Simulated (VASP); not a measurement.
# Al2O3 (P-6m2) in VASP: further runs, part 2 of 2

VASP 6.6.1. Earlier steps stand in the parts before.

### Step 5. Single point, LDA (strain -0.080 along x and y, +0.000 along z)

Input file INCAR:

```
SYSTEM = Al2O3
ALGO = Normal
EDIFF = 1E-7
ENCUT = 520
GGA = CA
ISIF = 2
ISMEAR = 0
LASPH = .TRUE.
LCHARG = .FALSE.
LREAL = .FALSE.
LWAVE = .FALSE.
NBANDS = 20
NELM = 60
PREC = Accurate
SIGMA = 0.05
```

Input file KPOINTS:

```
k-points
0
G
  9 9 4
  0 0 0
```

Input file POSCAR:

```
Al2O3
1.0
    2.6535789524      0.0000000000      0.0000000000
   -1.3267894762      2.2980667837      0.0000000000
    0.0000000000      0.0000000000      9.3367544600
Al O
2 3
Direct
    0.0000000000      0.0000000000      0.1499923300
    0.0000000000      0.0000000000      0.8500076700
    0.3333333333      0.6666666667      0.2223169200
    0.6666666667      0.3333333333      0.0000000000
    0.3333333333      0.6666666667      0.7776830800
```

Potentials or basis: VASP PAW LDA potentials, release 64 (Al, O).

The run is started by

```sh
$ cat potpaw_LDA.64/Al/POTCAR potpaw_LDA.64/O/POTCAR > POTCAR
$ mpirun -np 1 vasp_std > vasp.out
```

OUTCAR:

```text
SYSTEM = Al2O3
   EDIFF = 1E-7
   ENCUT = 520
   GGA = CA
   ISIF = 2
   ISMEAR = 0
   LASPH = .TRUE.
   LREAL = .FALSE.
   NELM = 60
   PREC = Accurate

 ion  position               nearest neighbor table
   1  0.000  0.000  0.150-   3 1.67   3 1.67   3 1.67   4 2.08   4 2.08   4 2.08   2 2.80
   2  0.000  0.000  0.850-   5 1.67   5 1.67   5 1.67   4 2.08   4 2.08   4 2.08   1 2.80
   3  0.333  0.667  0.222-   1 1.67   1 1.67   1 1.67
   4  0.667  0.333  0.000-   1 2.08   2 2.08   1 2.08   2 2.08   1 2.08   2 2.08
   5  0.333  0.667  0.778-   2 1.67   2 1.67   2 1.67

  LATTYP: Found a hexagonal cell.
 ALAT       =     2.6535789524
 C/A-ratio  =     3.5185515967

  Lattice vectors:

 A1 = (   2.6535789524,   0.0000000000,   0.0000000000)
 A2 = (  -1.3267894762,   2.2980667837,   0.0000000000)
 A3 = (   0.0000000000,   0.0000000000,   9.3367544600)

Analysis of symmetry for initial positions (statically):
=====================================================================
 Subroutine PRICEL returns:
[... 177 lines left out ...]

 E-fermi :   1.7837     XC(G=0):  -9.4585

 val. band max:        1.5222677760   @ k =   0.0000   0.0000   0.0000
 cond. band min:       8.3641144888   @ k =   0.0000   0.0000   0.0000
 fundamental gap:      6.8418467128
 Fermi energy:         1.7837270133

 k-point     1 :       0.0000    0.0000    0.0000
  band No.  band energies     occupation
      1     -18.0784      2.00000
      2     -16.9540      2.00000
      3     -15.3981      2.00000
      4      -4.4768      2.00000
      5      -1.1387      2.00000
      6       0.2432      2.00000
[... 541 lines left out ...]
     19      16.1712      0.00000
     20      16.4550      0.00000

 [... further k-points ...]

------------------------ aborting loop because EDIFF is reached ----------------------------------------

  FORCE on cell =-STRESS in cart. coord.  units (eV):
  Direction    XX          YY          ZZ          XY          YZ          ZX
  --------------------------------------------------------------------------------------
  -------------------------------------------------------------------------------------
  Total       16.1151586     16.1151586      1.4489840      0.0000000      0.0000000     -0.0000000
  in kB      453.4762747    453.4762747     40.7740235      0.0000000      0.0000000     -0.0000000
  external PRESSURE =     315.9088577 kB  Pullay stress =       0.0000000 kB

 VOLUME and BASIS-vectors are now :
 -----------------------------------------------------------------------------
  energy-cutoff  :      520.00
  volume of cell :       56.94
      direct lattice vectors                 reciprocal lattice vectors
     2.653578952  0.000000000  0.000000000     0.376849537  0.217574182  0.000000000
    -1.326789476  2.298066784  0.000000000     0.000000000  0.435148363  0.000000000
     0.000000000  0.000000000  9.336754460     0.000000000  0.000000000  0.107103598

 POSITION                                       TOTAL-FORCE (eV/Angst)
 -----------------------------------------------------------------------------------
      0.00000      0.00000      1.40044        -0.000000     -0.000000     -2.454290
      0.00000      0.00000      7.93631         0.000000     -0.000000      2.454290
     -0.00000      1.53204      2.07572         0.000000     -0.000000      2.026577
      1.32679      0.76602      0.00000        -0.000000      0.000000      0.000000
     -0.00000      1.53204      7.26104         0.000000      0.000000     -2.026577
 -----------------------------------------------------------------------------------
    total drift:                               -0.000000      0.000000     -0.000000

  FREE ENERGIE OF THE ION-ELECTRON SYSTEM (eV)
  ---------------------------------------------------
  free  energy   TOTEN  =       -39.0826055606 eV

  energy  without entropy=      -39.0826055606  energy(sigma->0) =      -39.08260556
```

Wall time 2 min (1 thread of Intel Xeon 8259CL, shared host); peak memory 0.16 GiB.

What came out:

| Quantity | Value |
| --- | --- |
| Free energy | -39.0826 eV |
| Pressure | 31.6 GPa |
| Largest force | 2.454 eV/Å |
| Band gap on the k mesh | 6.84 eV |

Forces on the atoms (eV/Å):
```
Al   0.000  0.000 -2.454
Al   0.000  0.000  2.454
O    0.000  0.000  2.027
O    0.000  0.000  0.000
O    0.000  0.000 -2.027
```

Levels at points of the mesh, in eV from the valence-band top:
```csv
k point,band 8,band 9,band 10,band 11,band 12,band 13,band 14,band 15,band 16,band 17
"(0.00, 0.00, 0.00)",-1.09,-1.09,-0.59,0.00,0.00,6.84,8.74,9.94,10.57,13.84
"(0.00, 0.00, 0.50)",-1.09,-1.09,-0.63,0.00,0.00,7.19,8.08,9.91,11.24,13.26
```

Caveat: the cell differs from its parent crystal (strain -0.080 along x and y, +0.000 along z); the cell stands under pressure; an odd mesh through Γ misses points on the zone boundary, where band edges can lie; forces of over 1 eV/Å act on the atoms, so gaps and moduli don't describe the material at rest.

### Step 6. Single point, LDA (strain -0.040 along x and y, -0.080 along z)

Input file INCAR:

```
SYSTEM = Al2O3
ALGO = Normal ; EDIFF = 1E-6
ENCUT = 520 ; ISIF = 2
ISMEAR = 0 ; LASPH = .TRUE.
LCHARG = .FALSE. ; LREAL = .FALSE.
LWAVE = .FALSE. ; NBANDS = 20
NELM = 80 ; PREC = Accurate
SIGMA = 0.05
```

KPOINTS is that of step 5.

Changes to POSCAR since step 5:

```diff
@@ -2,5 +2,5 @@
 1.0
-    2.6535789524      0.0000000000      0.0000000000
-   -1.3267894762      2.2980667837      0.0000000000
-    0.0000000000      0.0000000000      9.3367544600
+    2.7689519504      0.0000000000      0.0000000000
+   -1.3844759752      2.3979827309      0.0000000000
+    0.0000000000      0.0000000000      8.5898141032
 Al O
```

Potentials or basis: VASP PAW LDA potentials, release 64 (Al, O).

The run is started by

```sh
$ cat potpaw_LDA.64/Al/POTCAR potpaw_LDA.64/O/POTCAR > POTCAR
$ mpirun -np 1 vasp_std > vasp.out
```

It took 1.8 min on 1 thread of Intel Xeon 8259CL, shared host; peak memory 0.17 GiB.

It converged, with:

| Property | Result |
| --- | --- |
| Free energy | -39.7121 eV |
| Pressure | 21.2 GPa |
| Largest force | 1.839 eV/Å |
| Band gap on the k mesh | 5.70 eV (least direct gap 6.06 eV) |

Forces on the atoms (eV/Å):
```
Al   0.000  0.000  0.178
Al   0.000  0.000 -0.178
O    0.000  0.000  1.839
O    0.000  0.000  0.000
O    0.000  0.000 -1.839
```

Stress tensor (GPa, compression positive):
```
21.45  0.00  0.00
 0.00 21.45  0.00
 0.00  0.00 20.71
```

Levels at points of the mesh, in eV from the valence-band top:
| k point | band 10 | band 11 | band 12 | band 13 | band 14 | band 15 |
| --- | --- | --- | --- | --- | --- | --- |
| (0.00, 0.00, 0.00) | -0.91 | -0.91 | -0.36 | 5.70 | 7.73 | 9.19 |
| (0.00, 0.00, 0.50) | -0.91 | -0.91 | -0.45 | 5.94 | 7.49 | 8.71 |

Caveat: the cell differs from its parent crystal (strain -0.040 along x and y, -0.080 along z); the cell stands under pressure; an odd mesh through Γ misses points on the zone boundary, where band edges can lie; forces of over 1 eV/Å act on the atoms, so gaps and moduli don't describe the material at rest.

### Step 7. The runs side by side

| cell | gap on the mesh (eV) | pressure (GPa) | largest force (eV/Å) |
| --- | --- | --- | --- |
| a = 3.115, b = 3.115, c = 10.084 Å, angles 90.0, 90.0, 120.0°, 5 atoms | 2.92 | -24.8 | 2.28 |
| a = 2.654, b = 2.654, c = 8.590 Å, angles 90.0, 90.0, 120.0°, 5 atoms | 6.91 | 49.1 | 3.59 |
| a = 2.654, b = 2.654, c = 8.963 Å, angles 90.0, 90.0, 120.0°, 5 atoms | 7.01 | 39.6 | 2.78 |
| a = 2.654, b = 2.654, c = 9.337 Å, angles 90.0, 90.0, 120.0°, 5 atoms | 6.84 | 31.6 | 2.45 |
| a = 2.769, b = 2.769, c = 8.590 Å, angles 90.0, 90.0, 120.0°, 5 atoms | 5.70 | 21.2 | 1.84 |

Alike in all rows: task single point; level LDA; potentials or basis VASP PAW LDA potentials, release 64 (Al, O); no spin polarisation; k mesh 9 × 9 × 4; cutoff (eV) 520; smearing gaussian 0.05 eV.

Caveats: an odd mesh through Γ misses points on the zone boundary, where band edges can lie; forces of over 1 eV/Å act on the atoms, so gaps and moduli don't describe the material at rest; the cell stands under pressure (at least some runs); the cell stands under tension (at least some runs).

Absolute energies hang on the potentials; compare differences alone.
